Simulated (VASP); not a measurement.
# Si15Rh (F-43m) in VASP: single point with PBEsol+U

Aim: the single point of Si15Rh with PBEsol+U.

All numbers are computed with VASP 6.6.1; they aren't measurements. Logs are shortened: lines on timing, memory, paths and dates and some standing lists are left out, and cuts for length are marked.

## Step 1: The cell of the first run

The structure is cubic, space group F-43m (No. 216). The conventional cell has a = 10.874 Å, b = 10.874 Å, c = 10.874 Å, α = 90.00°, β = 90.00°, γ = 90.00°. Within 3.1 Å of Rh (site symmetry -43m) lie 4 Si at 2.32 Å. Within 3.1 Å of Si (site symmetry 2mm) lie 4 Si at 2.35 to 2.37 Å. Si (site symmetry -43m) has 4 Si at 2.35 Å within 3.1 Å. Si (site symmetry 3m) has 1 Rh at 2.32 Å and 3 Si at 2.37 Å within 3.1 Å. Si (site symmetry 3m) has 4 Si at 2.35 Å within 3.1 Å.

## Step 2: Single point, PBEsol+U

Input file INCAR:

```
SYSTEM = Si15Rh
PREC = Accurate ; ENCUT = 520
EDIFF = 1E-6 ; ISMEAR = 0
SIGMA = 0.05 ; LREAL = Auto
LASPH = .True. ; NELM = 150
ALGO = Normal ; ISIF = 2
LWAVE = .False. ; LCHARG = .False.
LMAXMIX = 4 ; LDAU = .True.
LDAUTYPE = 2 ; LDAUL = 2 -1
LDAUU = 4 0 ; LDAUJ = 0 0
LDAUPRINT = 1 ; GGA = PS
NBANDS = 52
```

Input file KPOINTS:

```
regular mesh
0
Gamma
  3 3 3
  0 0 0
```

Input file POSCAR:

```
Si15Rh
1.0
    0.0000000000      5.4370000000      5.4370000000
    5.4370000000      0.0000000000      5.4370000000
    5.4370000000      5.4370000000      0.0000000000
Rh Si
1 15
Direct
    1.0000000000      1.0000000000      0.0000000000
    0.9990934051      0.9990934051      0.5009065949
    0.9990934051      0.5009065949      0.9990934051
    0.9990934051      0.5009065949      0.5009065949
    0.5009065949      0.9990934051      0.9990934051
    0.5009065949      0.9990934051      0.5009065949
    0.5009065949      0.5009065949      0.9990934051
    0.5000000000      0.5000000000      0.5000000000
    0.1232214265      0.1232214265      0.1232214265
    0.1232214265      0.1232214265      0.6303357206
    0.1232214265      0.6303357206      0.1232214265
    0.1251791258      0.6249402914      0.6249402914
    0.6303357206      0.1232214265      0.1232214265
    0.6249402914      0.1251791258      0.6249402914
    0.6249402914      0.6249402914      0.1251791258
    0.6249402914      0.6249402914      0.6249402914
```

Potentials or basis: VASP PAW PBE potentials, release 64 (Rh_pv, Si).

Started as:

```
$ cat potpaw_PBE.64/Rh_pv/POTCAR potpaw_PBE.64/Si/POTCAR > POTCAR
$ mpirun -np 1 vasp_std > vasp.out
```

OUTCAR:

```text
SYSTEM = Si15Rh
   PREC = Accurate
   ENCUT = 520
   EDIFF = 1E-6
   ISMEAR = 0
   LREAL = Auto
   LASPH = .True.
   NELM = 150
   ISIF = 2
   GGA = PS

 ion  position               nearest neighbor table
   1  0.000  0.000  0.000-  10 2.32  11 2.32  13 2.32   9 2.32
   2  0.999  0.999  0.501-  12 2.35  14 2.35   9 2.37  10 2.37
   3  0.999  0.501  0.999-  12 2.35  15 2.35   9 2.37  11 2.37
   4  0.999  0.501  0.501-  16 2.35  12 2.35  10 2.37  11 2.37
   5  0.501  0.999  0.999-  14 2.35  15 2.35   9 2.37  13 2.37
   6  0.501  0.999  0.501-  16 2.35  14 2.35  10 2.37  13 2.37
[... 8 lines left out ...]
  15  0.625  0.625  0.125-   3 2.35   5 2.35   7 2.35   8 2.35
  16  0.625  0.625  0.625-   4 2.35   6 2.35   7 2.35   8 2.35

  LATTYP: Found a face centered cubic cell.
 ALAT       =    10.8740000000

  Lattice vectors:

 A1 = (   0.0000000000,   5.4370000000,   5.4370000000)
 A2 = (   5.4370000000,   0.0000000000,   5.4370000000)
 A3 = (   5.4370000000,   5.4370000000,   0.0000000000)

Analysis of symmetry for initial positions (statically):
=====================================================================
 Subroutine PRICEL returns:
 Original cell was already a primitive cell.

 Routine SETGRP: Setting up the symmetry group for a
 face centered cubic supercell.

 Subroutine GETGRP returns: Found 24 space group operations
 (whereof 24 operations were pure point group operations)
 out of a pool of 48 trial point group operations.

The static configuration has the point symmetry T_d .

Analysis of symmetry for dynamics (positions and initial velocities):
=====================================================================
 Subroutine PRICEL returns:
 Original cell was already a primitive cell.

 Routine SETGRP: Setting up the symmetry group for a
 face centered cubic supercell.

 Subroutine GETGRP returns: Found 24 space group operations
 (whereof 24 operations were pure point group operations)
 out of a pool of 48 trial point group operations.

The dynamic configuration has the point symmetry T_d .

 Subroutine INISYM returns: Found 24 space group operations
 (whereof 24 operations are pure point group operations),
 and found     1 'primitive' translations

----------------------------------------------------------------------------------------

                                     Primitive cell

  volume of cell :     321.4460

  direct lattice vectors                    reciprocal lattice vectors
     0.000000000  5.437000000  5.437000000    -0.091962479  0.091962479  0.091962479
     5.437000000  0.000000000  5.437000000     0.091962479 -0.091962479  0.091962479
     5.437000000  5.437000000  0.000000000     0.091962479  0.091962479 -0.091962479

  length of vectors
     7.689079139  7.689079139  7.689079139     0.159283687  0.159283687  0.159283687

  position of ions in fractional coordinates (direct lattice)
     0.000000000  0.000000000  0.000000000
     0.999093405  0.999093405  0.500906595
     0.999093405  0.500906595  0.999093405
     0.999093405  0.500906595  0.500906595
     0.500906595  0.999093405  0.999093405
     0.500906595  0.999093405  0.500906595
[... 8 lines left out ...]
     0.624940291  0.624940291  0.125179126
     0.624940291  0.624940291  0.624940291

  ion indices of the primitive-cell ions
   primitive index   ion index
                 1           1
                 2           2
                 3           3
                 4           4
                 5           5
                 6           6
[... 8 lines left out ...]
                15          15
                16          16

----------------------------------------------------------------------------------------

 KPOINTS: regular mesh

Automatic generation of k-mesh.
[... 41 lines left out ...]
   LSORBIT =      F    spin-orbit coupling
   LASPH  =      T    aspherical Exc in radial PAW
   ENCUT  =  520.0 eV  38.22 Ry    6.18 a.u.  14.30 14.30 14.30*2*pi/ulx,y,z
   NELM   =    150;   NELMIN=  2; NELMDL= -5     # of ELM steps
   EDIFF  = 0.1E-05   stopping-criterion for ELM
   LREAL  =      T    real-space projection
   EDIFFG = 0.1E-04   stopping-criterion for IOM
   NSW    =      0    number of steps for IOM
   IBRION =     -1    ionic relax: 0-MD 1-quasi-New 2-CG
   NFREE  =      0    steps in history (QN), initial steepest desc. (CG)
   ISIF   =      2    stress and relaxation
   ISYM   =      2    0-nonsym 1-usesym 2-fastsym
   POTIM  = 0.5000    time-step for ionic-motion
   TEBEG  =    0.0;   TEEND  =   0.0 temperature during run
   PSTRESS=    0.0 pullay stress
   NELECT =      75.0000    total number of electrons
   NUPDOWN=      -1.0000    fix difference up-down
   EMIN   =  10.00;   EMAX   =-10.00  energy-range for DOS
   EFERMI =   0.00;   METHOD = LEGACY
   ISMEAR =     0;   SIGMA  =   0.05  broadening in eV -4-tet -1-fermi 0-gaus
   EFERMI_NEDOS =   21; number of points for ismear=-14 and -15
   IALGO  =     38    algorithm
   IMIX   =      4    mixing-type and parameters
     AMIX     =   0.40;   BMIX     =  1.00
     AMIX_MAG =   1.60;   BMIX_MAG =  1.00
  volume/ion in A,a.u.               =      20.09       135.58
  Fermi-wavevector in a.u.,A,eV,Ry     =   1.007842  1.904546 13.820065  1.015746
  Thomas-Fermi vector in A             =   2.140672
   LORBIT       =      0    0 simple, 1 ext, 2 COOP (PROOUT), +10 PAW based schemes
 LDA+U is selected, type is set to LDAUTYPE =  2
   angular momentum for each species LDAUL =     2   -1
   U (eV)           for each species LDAUU =   4.0  0.0
   J (eV)           for each species LDAUJ =   0.0  0.0
   GGA     = PS    functional components
   LHFCALC =     F    Hartree Fock is set to
   AEXX    =    0.0000 exact exchange contribution
   IVDW    =     0    specifies the selected vdW correction
   LEPSILON=     F    determine dielectric tensor
   LRPA    =     F    only Hartree local field effects (RPA)
 non-spin polarized calculation
 Gauss-broadening in eV      SIGMA  =   0.05
  energy-cutoff  :      520.00
  volume of cell :      321.45
 maximum number of plane-waves:      8682
 NGX is ok and might be reduce to    60
   NGX = 29   NGY = 29   NGZ = 29

atom =   1  type =  1  l = 2

 onsite density matrix

spin component  1

  0.7271 -0.0000 -0.0000 -0.0000 -0.0000
 -0.0000  0.7271  0.0000  0.0000  0.0000
 -0.0000  0.0000  0.8206 -0.0000  0.0000
 -0.0000  0.0000 -0.0000  0.7271  0.0000
 -0.0000  0.0000  0.0000  0.0000  0.8206

spin component  2

  0.7271 -0.0000 -0.0000 -0.0000 -0.0000
 -0.0000  0.7271  0.0000  0.0000  0.0000
 -0.0000  0.0000  0.8206 -0.0000  0.0000
 -0.0000  0.0000 -0.0000  0.7271  0.0000
 -0.0000  0.0000  0.0000  0.0000  0.8206

 occupancies and eigenvectors

  o =  0.7271  v =  0.0000 -0.8467  0.0000 -0.5321  0.0000  0.0000  0.0000  0.0000  0.0000  0.0000      0.0000  0.0000  0.0000  0.0000  0.0000  0.0000  0.0000  0.0000  0.0000  0.0000
  o =  0.7271  v =  0.0000  0.0000  0.0000  0.0000  0.0000  0.0000 -0.8467  0.0000 -0.5321  0.0000      0.0000  0.0000  0.0000  0.0000  0.0000  0.0000  0.0000  0.0000  0.0000  0.0000
  o =  0.7271  v =  0.0000 -0.5321  0.0000  0.8467  0.0000  0.0000  0.0000  0.0000  0.0000  0.0000      0.0000  0.0000  0.0000  0.0000  0.0000  0.0000  0.0000  0.0000  0.0000  0.0000
  o =  0.7271  v =  0.0000  0.0000  0.0000  0.0000  0.0000  0.0000 -0.5321  0.0000  0.8467  0.0000      0.0000  0.0000  0.0000  0.0000  0.0000  0.0000  0.0000  0.0000  0.0000  0.0000
  o =  0.7271  v =  1.0000  0.0000  0.0000  0.0000  0.0000  0.0000  0.0000  0.0000  0.0000  0.0000      0.0000  0.0000  0.0000  0.0000  0.0000  0.0000  0.0000  0.0000  0.0000  0.0000
  o =  0.7271  v =  0.0000  0.0000  0.0000  0.0000  0.0000  1.0000  0.0000  0.0000  0.0000  0.0000      0.0000  0.0000  0.0000  0.0000  0.0000  0.0000  0.0000  0.0000  0.0000  0.0000
  o =  0.8206  v =  0.0000  0.0000  0.0000  0.0000  0.0000  0.0000  0.0000  1.0000  0.0000  0.0003      0.0000  0.0000  0.0000  0.0000  0.0000  0.0000  0.0000  0.0000  0.0000  0.0000
  o =  0.8206  v =  0.0000  0.0000  1.0000  0.0000  0.0003  0.0000  0.0000  0.0000  0.0000  0.0000      0.0000  0.0000  0.0000  0.0000  0.0000  0.0000  0.0000  0.0000  0.0000  0.0000
  o =  0.8206  v =  0.0000  0.0000  0.0000  0.0000  0.0000  0.0000  0.0000 -0.0003 -0.0000  1.0000      0.0000  0.0000  0.0000  0.0000  0.0000  0.0000  0.0000  0.0000  0.0000  0.0000
  o =  0.8206  v =  0.0000  0.0000 -0.0003 -0.0000  1.0000  0.0000  0.0000  0.0000  0.0000  0.0000      0.0000  0.0000  0.0000  0.0000  0.0000  0.0000  0.0000  0.0000  0.0000  0.0000

 number of electron      75.0000007 magnetization

 Free energy of the ion-electron system (eV)
  ---------------------------------------------------
  ext. energy  EPLUGINS =         0.00000000
  ---------------------------------------------------
  free energy    TOTEN  =       -89.98619029 eV

  energy without entropy =      -89.96869201  energy(sigma->0) =      -89.97744115

 E-fermi :   5.7205     XC(G=0):  -9.6689

 val. band max:        5.6886216760   @ k =  -0.3333   0.3333   0.0000
 cond. band min:       5.7252368423   @ k =   0.3333   0.0000   0.0000
 fundamental gap:      0.0366151663
 Fermi energy:         5.7205252536

 k-point     1 :       0.0000    0.0000    0.0000
  band No.  band energies     occupation
      1     -39.6524      2.00000
      2     -39.6524      2.00000
      3     -39.6524      2.00000
      4      -6.0331      2.00000
      5      -3.8529      2.00000
      6      -3.8529      2.00000
[... 197 lines left out ...]
     48       9.3171      0.00000
     49       9.3824      0.00000
 [bands above 49 left out]

------------------------ aborting loop because EDIFF is reached ----------------------------------------

  FORCE on cell =-STRESS in cart. coord.  units (eV):
  Direction    XX          YY          ZZ          XY          YZ          ZX
  --------------------------------------------------------------------------------------
  -------------------------------------------------------------------------------------
  Total       -2.8182981     -2.8182981     -2.8182981      0.0000000      0.0000000      0.0000000
  in kB      -14.0471920    -14.0471920    -14.0471920      0.0000000      0.0000000      0.0000000
  external PRESSURE =     -14.0471920 kB  Pullay stress =       0.0000000 kB

 VOLUME and BASIS-vectors are now :
 -----------------------------------------------------------------------------
  energy-cutoff  :      520.00
  volume of cell :      321.45
      direct lattice vectors                 reciprocal lattice vectors
     0.000000000  5.437000000  5.437000000    -0.091962479  0.091962479  0.091962479
     5.437000000  0.000000000  5.437000000     0.091962479 -0.091962479  0.091962479
     5.437000000  5.437000000  0.000000000     0.091962479  0.091962479 -0.091962479

 POSITION                                       TOTAL-FORCE (eV/Angst)
 -----------------------------------------------------------------------------------
      0.00000      0.00000      0.00000         0.000000      0.000000      0.000000
      8.15550      8.15550     10.86414         0.000000      0.000000     -0.001589
      8.15550     10.86414      8.15550         0.000000     -0.001589      0.000000
      5.44686      8.15550      8.15550         0.001589      0.000000      0.000000
     10.86414      8.15550      8.15550        -0.001589      0.000000      0.000000
      8.15550      5.44686      8.15550         0.000000      0.001589      0.000000
[... 8 lines left out ...]
      4.07840      4.07840      6.79560         0.001435      0.001435     -0.001435
      6.79560      6.79560      6.79560        -0.001435     -0.001435     -0.001435
 -----------------------------------------------------------------------------------
    total drift:                                0.000000      0.000000      0.000000

  FREE ENERGIE OF THE ION-ELECTRON SYSTEM (eV)
  ---------------------------------------------------
  free  energy   TOTEN  =       -89.9861902871 eV

  energy  without entropy=      -89.9686920093  energy(sigma->0) =      -89.97744115
```

It took 79 s on 1 thread of Intel Xeon Platinum 8488C (Sapphire Rapids), shared host; peak memory 0.46 GiB.

What came out:

| Property | Result |
| --- | --- |
| Free energy | -89.9862 eV |
| Pressure | -1.4 GPa |
| Largest force | 0.193 eV/Å |
| Band gap on the k mesh | zero (an odd number of electrons rules out a gap without spin polarisation) |

Forces on the atoms (eV/Å):
```
Rh   0.000  0.000  0.000
Si   0.000  0.000 -0.002
Si   0.000 -0.002  0.000
Si   0.002  0.000  0.000
Si  -0.002  0.000  0.000
Si   0.000  0.002  0.000
Si   0.000  0.000  0.002
Si   0.000  0.000  0.000
Si  -0.112 -0.112 -0.112
Si   0.112  0.112 -0.112
Si   0.112 -0.112  0.112
Si  -0.001  0.001  0.001
Si  -0.112  0.112  0.112
Si   0.001 -0.001  0.001
Si   0.001  0.001 -0.001
Si  -0.001 -0.001 -0.001
```

Eigenvalues of the final occupation matrices:
```tsv
site	spin	trace	eigenvalues
site 1 d	1	3.82	0.73 0.73 0.73 0.82 0.82
site 1 d	2	3.82	0.73 0.73 0.73 0.82 0.82
```

Caveat: the PAW data sets were made with another functional, which shifts forces and pressure a little; U without spin polarisation on a metal has little footing; the U is typed as a test and isn't derived for this compound.
